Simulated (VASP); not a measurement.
# LiF (P4/mmm) in VASP: further runs, part 2 of 2

VASP 6.6.1.

## 4. Single point, r2SCAN (strain +0.000 along x and y, -0.080 along z)

Input file POSCAR:

```
LiF
1.0
    2.5595330000      0.0000000000      0.0000000000
    0.0000000000      2.5595330000      0.0000000000
    0.0000000000      0.0000000000      2.3547703600
Li F
1 1
Direct
    0.0000000000      0.0000000000      0.0000000000
    0.5000000000      0.5000000000      0.5000000000
```

Input file INCAR.step1:

```
PREC = Accurate
ENCUT = 520
ISMEAR = 0
SIGMA = 0.05
LREAL = False
LASPH = True
NELM = 60
NBANDS = 12
GGA = PE
ALGO = Normal
EDIFF = 1E-4
LWAVE = True
LCHARG = False
```

Input file INCAR.step2:

```
PREC = Accurate
ENCUT = 520
EDIFF = 1E-7
ISMEAR = 0
SIGMA = 0.05
LREAL = False
LASPH = True
NELM = 60
ALGO = Normal
ISIF = 2
LWAVE = False
LCHARG = True
METAGGA = R2SCAN
LMIXTAU = True
LELF = True
LVHAR = True
NBANDS = 12
ISTART = 1
```

Input file KPOINTS:

```
regular mesh
0
Gamma
  10 10 10
```

Potentials or basis: VASP PAW PBE potentials, release 64 (Li_sv, F).

Command:

```
cat potpaw_PBE.64/Li_sv/POTCAR potpaw_PBE.64/F/POTCAR > POTCAR
cp INCAR.step1 INCAR
mpirun -np 1 vasp_std > vasp.out
cp INCAR.step2 INCAR
mpirun -np 1 vasp_std > vasp.out
```

OUTCAR:

```text
PREC = Accurate
   ENCUT = 520
   EDIFF = 1E-7
   ISMEAR = 0
   LREAL = False
   LASPH = True
   NELM = 60
   ISIF = 2
   METAGGA = R2SCAN
   ISTART = 1

 ion  position               nearest neighbor table
   1  0.000  0.000  0.000-   2 2.16   2 2.16   2 2.16   2 2.16   2 2.16   2 2.16   2 2.16   2 2.16

   2  0.500  0.500  0.500-   1 2.16   1 2.16   1 2.16   1 2.16   1 2.16   1 2.16   1 2.16   1 2.16

  LATTYP: Found a simple tetragonal cell.
 ALAT       =     2.5595330000
 C/A-ratio  =     0.9200000000

  Lattice vectors:

 A1 = (   2.5595330000,   0.0000000000,   0.0000000000)
 A2 = (   0.0000000000,   2.5595330000,   0.0000000000)
 A3 = (   0.0000000000,   0.0000000000,   2.3547703600)

Analysis of symmetry for initial positions (statically):
=====================================================================
 Subroutine PRICEL returns:
 Original cell was already a primitive cell.

 Routine SETGRP: Setting up the symmetry group for a
 simple tetragonal supercell.

 Subroutine GETGRP returns: Found 16 space group operations
 (whereof 16 operations were pure point group operations)
 out of a pool of 16 trial point group operations.

The static configuration has the point symmetry D_4h.

Analysis of symmetry for dynamics (positions and initial velocities):
=====================================================================
 Subroutine PRICEL returns:
 Original cell was already a primitive cell.

 Routine SETGRP: Setting up the symmetry group for a
 simple tetragonal supercell.

 Subroutine GETGRP returns: Found 16 space group operations
 (whereof 16 operations were pure point group operations)
 out of a pool of 16 trial point group operations.

The dynamic configuration has the point symmetry D_4h.

 Subroutine INISYM returns: Found 16 space group operations
 (whereof 16 operations are pure point group operations),
 and found     1 'primitive' translations

----------------------------------------------------------------------------------------

                                     Primitive cell

  volume of cell :      15.4266

  direct lattice vectors                    reciprocal lattice vectors
     2.559533000  0.000000000  0.000000000     0.390696272  0.000000000  0.000000000
     0.000000000  2.559533000  0.000000000     0.000000000  0.390696272  0.000000000
     0.000000000  0.000000000  2.354770360     0.000000000  0.000000000  0.424669860

  length of vectors
     2.559533000  2.559533000  2.354770360     0.390696272  0.390696272  0.424669860

  position of ions in fractional coordinates (direct lattice)
     0.000000000  0.000000000  0.000000000
     0.500000000  0.500000000  0.500000000

  ion indices of the primitive-cell ions
   primitive index   ion index
                 1           1
                 2           2

----------------------------------------------------------------------------------------

 KPOINTS: regular mesh

Automatic generation of k-mesh.
 Grid dimensions read from file:
 generate k-points for:   10   10   10

 Generating k-lattice:

  Cartesian coordinates                     Fractional coordinates (reciprocal lattice)
     0.039069627  0.000000000  0.000000000     0.100000000  0.000000000  0.000000000
     0.000000000  0.039069627  0.000000000     0.000000000  0.100000000  0.000000000
     0.000000000  0.000000000  0.042466986     0.000000000  0.000000000  0.100000000

  Length of vectors
     0.039069627  0.039069627  0.042466986

  Shift w.r.t. Gamma in fractional coordinates (k-lattice)
     0.000000000  0.000000000  0.000000000

 Subroutine IBZKPT returns following result:
 ===========================================

 Found    126 irreducible k-points:

 Following reciprocal coordinates:
            Coordinates               Weight
  0.000000  0.000000  0.000000      1.000000
  0.100000  0.000000  0.000000      4.000000
  0.200000  0.000000  0.000000      4.000000
  0.300000  0.000000  0.000000      4.000000
  0.400000  0.000000  0.000000      4.000000
  0.500000  0.000000  0.000000      2.000000
[... 16 lines left out ...]
  0.100000  0.000000  0.100000      8.000000
  0.200000  0.000000  0.100000      8.000000
 [... further k-points ...]
   k-points           NKPTS =    126   k-points in BZ     NKDIM =    126   number of bands    NBANDS=     12
   number of dos      NEDOS =    301   number of ions     NIONS =      2
   total plane-waves  NPLWV =   7200
   dimension x,y,z NGX =    20 NGY =   20 NGZ =   18
   dimension x,y,z NGXF=    40 NGYF=   40 NGZF=   36
   ions per type =               1   1
   NGX,Y,Z   is equivalent  to a cutoff of  12.99, 12.99, 12.71 a.u.
   NGXF,Y,Z  is equivalent  to a cutoff of  25.98, 25.98, 25.42 a.u.
 SYSTEM =  unknown system
   PREC   = accura    normal or accurate (medium, high low for compatibility)
   ISTART =      1    job   : 0-new  1-cont  2-samecut
   ICHARG =      0    charge: 1-file 2-atom 10-const
   ISPIN  =      1    spin polarized calculation?
   LNONCOLLINEAR =      F non collinear calculations
   LSORBIT =      F    spin-orbit coupling
   LASPH  =      T    aspherical Exc in radial PAW
   ENCUT  =  520.0 eV  38.22 Ry    6.18 a.u.   4.76  4.76  4.38*2*pi/ulx,y,z
   NELM   =     60;   NELMIN=  2; NELMDL=  0     # of ELM steps
   EDIFF  = 0.1E-06   stopping-criterion for ELM
   LREAL  =      F    real-space projection
   EDIFFG = 0.1E-05   stopping-criterion for IOM
   NSW    =      0    number of steps for IOM
   IBRION =     -1    ionic relax: 0-MD 1-quasi-New 2-CG
   NFREE  =      0    steps in history (QN), initial steepest desc. (CG)
   ISIF   =      2    stress and relaxation
   ISYM   =      2    0-nonsym 1-usesym 2-fastsym
   POTIM  = 0.5000    time-step for ionic-motion
   TEBEG  =    0.0;   TEEND  =   0.0 temperature during run
   PSTRESS=    0.0 pullay stress
   NELECT =      10.0000    total number of electrons
   NUPDOWN=      -1.0000    fix difference up-down
   EMIN   =  10.00;   EMAX   =-10.00  energy-range for DOS
   EFERMI =   0.00;   METHOD = LEGACY
   ISMEAR =     0;   SIGMA  =   0.05  broadening in eV -4-tet -1-fermi 0-gaus
   EFERMI_NEDOS =   21; number of points for ismear=-14 and -15
   IALGO  =     38    algorithm
   IMIX   =      4    mixing-type and parameters
     AMIX     =   0.40;   BMIX     =  1.00
     AMIX_MAG =   1.60;   BMIX_MAG =  1.00
  volume/ion in A,a.u.               =       7.71        52.05
  Fermi-wavevector in a.u.,A,eV,Ry     =   1.416831  2.677423 27.312485  2.007411
  Thomas-Fermi vector in A             =   2.538125
   LORBIT       =      0    0 simple, 1 ext, 2 COOP (PROOUT), +10 PAW based schemes
   METAGGA = R2SCAN    functional components
   LHFCALC =     F    Hartree Fock is set to
   AEXX    =    0.0000 exact exchange contribution
   IVDW    =     0    specifies the selected vdW correction
   LEPSILON=     F    determine dielectric tensor
   LRPA    =     F    only Hartree local field effects (RPA)
 non-spin polarized calculation
 Gauss-broadening in eV      SIGMA  =   0.05
  energy-cutoff  :      520.00
  volume of cell :       15.43
 maximum number of plane-waves:       428
 NGX is ok and might be reduce to    20
   NGX =  9   NGY =  9   NGZ =  9

 number of electron      10.0000004 magnetization

 Free energy of the ion-electron system (eV)
  ---------------------------------------------------
  ext. energy  EPLUGINS =         0.00000000
  ---------------------------------------------------
  free energy    TOTEN  =       -11.19500697 eV

  energy without entropy =      -11.19500697  energy(sigma->0) =      -11.19500697

 E-fermi :   1.0663     XC(G=0): -10.9113

 val. band max:        0.6245046272   @ k =   0.5000   0.5000   0.0000
 cond. band min:       9.4972451368   @ k =   0.0000   0.0000   0.0000
 fundamental gap:      8.8727405095
 Fermi energy:         1.0663100080

 k-point     1 :       0.0000    0.0000    0.0000
  band No.  band energies     occupation
      1     -43.9135      2.00000
      2     -22.1719      2.00000
      3      -0.9497      2.00000
      4      -0.9497      2.00000
      5       0.0772      2.00000
      6       9.4972      0.00000
      7      19.4391      0.00000
      8      21.8801      0.00000
      9      22.9636      0.00000
     10      22.9636      0.00000
     11      25.8268      0.00000
     12      38.9902      0.00000
[... 331 lines left out ...]
 k-point    24 :       0.2000    0.0000    0.1000
  band No.  band energies     occupation
      1     -43.8884      2.00000
      2     -21.9614      2.00000
      3      -2.0523      2.00000
      4      -0.7487      2.00000
      5      -0.2823      2.00000
      6      10.4983      0.00000
      7      17.4309      0.00000
      8      21.0208      0.00000
      9      22.5378      0.00000
     10      26.2352      0.00000
     11      29.2350      0.00000
     12      35.0068      0.00000

 [... further k-points ...]
[... 5 lines left out ...]
  --------------------------------------------------------------------------------------
  -------------------------------------------------------------------------------------
  Total       -0.7212917     -0.7212917      2.0738866      0.0000000     -0.0000000      0.0000000
  in kB      -74.9120165    -74.9120165    215.3900146      0.0000000     -0.0000000      0.0000000
  external PRESSURE =      21.8553272 kB  Pullay stress =       0.0000000 kB

 VOLUME and BASIS-vectors are now :
 -----------------------------------------------------------------------------
  energy-cutoff  :      520.00
  volume of cell :       15.43
      direct lattice vectors                 reciprocal lattice vectors
     2.559533000  0.000000000  0.000000000     0.390696272  0.000000000  0.000000000
     0.000000000  2.559533000  0.000000000     0.000000000  0.390696272  0.000000000
     0.000000000  0.000000000  2.354770360     0.000000000  0.000000000  0.424669860

 POSITION                                       TOTAL-FORCE (eV/Angst)
 -----------------------------------------------------------------------------------
      0.00000      0.00000      0.00000         0.000000      0.000000      0.000000
      1.27977      1.27977      1.17739         0.000000      0.000000      0.000000
 -----------------------------------------------------------------------------------
    total drift:                               -0.000000      0.000000      0.000000

  FREE ENERGIE OF THE ION-ELECTRON SYSTEM (eV)
  ---------------------------------------------------
  free  energy   TOTEN  =       -11.1950069735 eV

  energy  without entropy=      -11.1950069735  energy(sigma->0) =      -11.19500697
```

OUTCAR.step1:

```text
PREC = Accurate
   ENCUT = 520
   ISMEAR = 0
   LREAL = False
   LASPH = True
[... 584 lines left out ...]
      0.00000      0.00000      0.00000         0.000000      0.000000      0.000000
      1.27977      1.27977      1.17739         0.000000      0.000000      0.000000
 -----------------------------------------------------------------------------------
    total drift:                                0.000000      0.000000      0.000000

  FREE ENERGIE OF THE ION-ELECTRON SYSTEM (eV)
  ---------------------------------------------------
  free  energy   TOTEN  =        -8.9472561221 eV

  energy  without entropy=       -8.9472561221  energy(sigma->0) =       -8.94725612
```

OSZICAR.step1:

```text
N       E                     dE             d eps       ncg     rms          rms(c)
DAV:   1     0.329354293208E+02    0.32935E+02   -0.54044E+03  3148   0.846E+02
DAV:   2    -0.843906308189E+01   -0.41374E+02   -0.40516E+02  3792   0.190E+02
DAV:   3    -0.949062336484E+01   -0.10516E+01   -0.10498E+01  3828   0.262E+01
DAV:   4    -0.949914852313E+01   -0.85252E-02   -0.85248E-02  3408   0.252E+00
DAV:   5    -0.949924225953E+01   -0.93736E-04   -0.93736E-04  3772   0.200E-01    0.450E+00
DAV:   6    -0.896006275394E+01    0.53918E+00   -0.23996E+00  3152   0.957E+00    0.135E+00
DAV:   7    -0.895061827707E+01    0.94445E-02   -0.20037E-02  4044   0.123E+00    0.834E-01
DAV:   8    -0.894722624441E+01    0.33920E-02   -0.13720E-02  3920   0.124E+00    0.105E-01
DAV:   9    -0.894725612208E+01   -0.29878E-04   -0.58304E-04  3516   0.224E-01
   1 F= -.89472561E+01 E0= -.89472561E+01  d E =-.693809E-23
```

It took 2.1 min on 1 thread of Intel Xeon 8259CL, shared host; peak memory 0.14 GiB.

Results:

```yaml
Free_energy: -11.1950 eV
Band_gap_on_the_k_mesh: 8.87 eV, indirect (least direct gap 9.42 eV)
```

Caveat: the cell differs from its parent crystal (strain +0.000 along x and y, -0.080 along z); the cutoff is under 1.25 times the usual one of these potentials, so pressure, stress and relaxed cells hold a basis-set (Pulay) error; the PAW data sets were made with another functional, which shifts forces and pressure a little. A k mesh can miss the band edges.

## 5. The runs side by side

```csv
cell,gap on the mesh (eV)
"a = 2.355, b = 2.355, c = 2.560 Å, 2 atoms",9.98
"a = 2.457, b = 2.457, c = 2.355 Å, 2 atoms",10.05
"a = 2.560, b = 2.560, c = 2.355 Å, 2 atoms",8.87
```

Alike in all rows: task single point; level r2SCAN; potentials or basis VASP PAW PBE potentials, release 64 (Li_sv, F); no spin polarisation; k mesh 10 × 10 × 10; cutoff (eV) 520; smearing gaussian 0.05 eV.

Caveats: the cutoff is under 1.25 times the usual one of these potentials, so pressure, stress and relaxed cells hold a basis-set (Pulay) error; the PAW data sets were made with another functional, which shifts forces and pressure a little.

Absolute energies hang on the potentials; compare differences alone.
